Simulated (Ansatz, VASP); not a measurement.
# One calculation of Pt, two programs

File INCAR:

```
PREC = Accurate
ENCUT = 600
EDIFF = 1E-6
ISMEAR = -1
SIGMA = 0.05
LREAL = False
LASPH = True
NELM = 60
ALGO = Normal
ISIF = 3
LWAVE = False
LCHARG = False
GGA = PE
IVDW = 13
IBRION = 2
NSW = 60
EDIFFG = -0.01
```

The input KPOINTS:

```
regular mesh
0
Gamma
  12 12 12
```

Contents of POSCAR:

```
Pt
1.0
   -1.5842200000      1.5842200000      1.5842200000
    1.5842200000     -1.5842200000      1.5842200000
    1.5842200000      1.5842200000     -1.5842200000
Pt
1
Direct
    0.0000000000      0.0000000000      0.0000000000
```

File input.yaml:

```yaml
crystal:
  lattice:
    - [-1.58422, 1.58422, 1.58422]
    - [1.58422, -1.58422, 1.58422]
    - [1.58422, 1.58422, -1.58422]
  atoms:
    - { symbol: Pt, position: [0.0, 0.0, 0.0] }
hamiltonian:
  xc: pbe
  pseudopotentials: { kind: paw }
  dispersion: d4
kpoints:
  mp_grid: { grid: [12, 12, 12] }
scf:
  occupations: { method: fermi_dirac, width: 0.05 }
output:
  forces: true
  stress: true
  eigenvalues: true
  write_density: true
  write_potential: true
  elf: true
  volumetric_format: npy
relax:
  f_tol: 0.01
  max_steps: 40
  cell: { stress_tol: 0.05 }
```

Alike in both runs: task relaxation of cell and atoms; functional PBE; dispersion D4; k mesh 12 × 12 × 12; occupations fermi-dirac, width 0.05 eV; no spin polarisation.

|  | VASP | Ansatz |
| --- | --- | --- |
| version | VASP 6.6.1 | Ansatz 0.2.0 |
| potentials or method | VASP PAW PBE potentials, release 64 (Pt) | Ansatz PAW |
| plane-wave cutoff (eV) | 600 | 420 |
| valence electrons in the cell | 10 | 18 |

Ansatz gave:

```
gap on the k mesh at the Fermi level, each at its own relaxed structure (eV) : none
relaxed volume (Å³/atom)                                                     : 15.37
relaxed cell length with the largest relative difference (Å)                 : 2.713
```

Q: Estimate VASP's values.

A: gap on the k mesh at the Fermi level, each at its own relaxed structure (eV): none; relaxed volume (Å³/atom): 15.35; relaxed cell length with the largest relative difference (Å): 2.712.

A gap of «none» marks a metal or a gap that the smearing closes. VASP's potentials hold 10 valence electrons a cell and Ansatz's 18, so a difference there can come from the potentials and not from the codes.

Spin-orbit coupling is off throughout. Noted on Ansatz's run: the plane-wave basis is chosen anew once the cell has moved, so the energies of steps on either side of that aren't comparable.
